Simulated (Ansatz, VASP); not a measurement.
**One calculation of RbBiAs, two programs**

INCAR

```
SYSTEM = RbBiAs
ALGO = Normal ; EDIFF = 1E-7
ENCUT = 520 ; GGA = PE
ISIF = 2 ; ISMEAR = 0
LASPH = .TRUE. ; LCHARG = .TRUE.
LELF = .TRUE. ; LREAL = .FALSE.
LVHAR = .TRUE. ; LWAVE = .FALSE.
NBANDS = 38 ; NELM = 100
PREC = Accurate ; SIGMA = 0.1
```

File KPOINTS:

```
k-points
0
G
  4 4 2
  0 0 0
```

The input POSCAR:

```
RbBiAs
1.0
    4.5952314724      0.0000000000      0.0000000000
    0.0000000000      4.5952314724      0.0000000000
    0.0000000000      0.0000000000      7.9279629668
Rb Bi As
2 2 2
Direct
    0.5000000000      0.0000000000      0.2305000000
    0.0000000000      0.5000000000      0.7695000000
    0.5000000000      0.0000000000      0.6480000000
    0.0000000000      0.5000000000      0.3520000000
    0.0000000000      0.0000000000      0.0000000000
    0.5000000000      0.5000000000      0.0000000000
```

Input for Ansatz:

```yaml
crystal:
  lattice:
    - [4.5952314724, 0.0, 0.0]
    - [0.0, 4.5952314724, 0.0]
    - [0.0, 0.0, 7.9279629668]
  atoms:
    - { symbol: Rb, position: [0.5, 0.0, 0.2305] }
    - { symbol: Rb, position: [0.0, 0.5, 0.7695] }
    - { symbol: Bi, position: [0.5, 0.0, 0.648] }
    - { symbol: Bi, position: [0.0, 0.5, 0.352] }
    - { symbol: As, position: [0.0, 0.0, 0.0] }
    - { symbol: As, position: [0.5, 0.5, 0.0] }
basis:
  ecutwfc: 420
kpoints:
  mp_grid: { grid: [4, 4, 2] }
hamiltonian:
  xc: pbe
scf:
  occupations: { method: gaussian, width: 0.1 }
  lower_state_search: "off"
output:
  forces: true
  stress: true
  eigenvalues: true
```

Alike in both runs: task single point; functional PBE; k mesh 4 × 4 × 2; occupations gaussian, width 0.1 eV; no spin polarisation.

|  | VASP | Ansatz |
| --- | --- | --- |
| version | VASP 6.6.1 | Ansatz 0.2.0 |
| potentials or method | VASP PAW PBE potentials, release 64 (Rb_sv, Bi_d, As), cutoff 520 eV | scalar-relativistic, plane waves, PAW |
| valence electrons in the cell | 58 | 78 |

Ansatz gave:

| Property | Result |
| --- | --- |
| gap on the k mesh at the Fermi level (eV) | none |
| pressure (GPa) | 7.6 |
| traceless stress, the component that is largest in VASP (GPa) | -1.78 |
| rms of the force components (eV/Å) | 0.427 |

**Question.** Which values does VASP return?

**Answer.** gap on the k mesh at the Fermi level (eV): none; pressure (GPa): 7.7; traceless stress, the component that is largest in VASP (GPa): -1.76; rms of the force components (eV/Å): 0.434.

Atom by atom the forces differ by 0.008 eV/Å (rms over components). A gap of «none» marks a metal or a gap that the smearing closes. VASP's potentials hold 58 valence electrons a cell and Ansatz's 78, so a difference there can come from the potentials and not from the codes.

The k mesh is coarse, so the values compare programs but aren't converged. Spin-orbit coupling is off throughout.
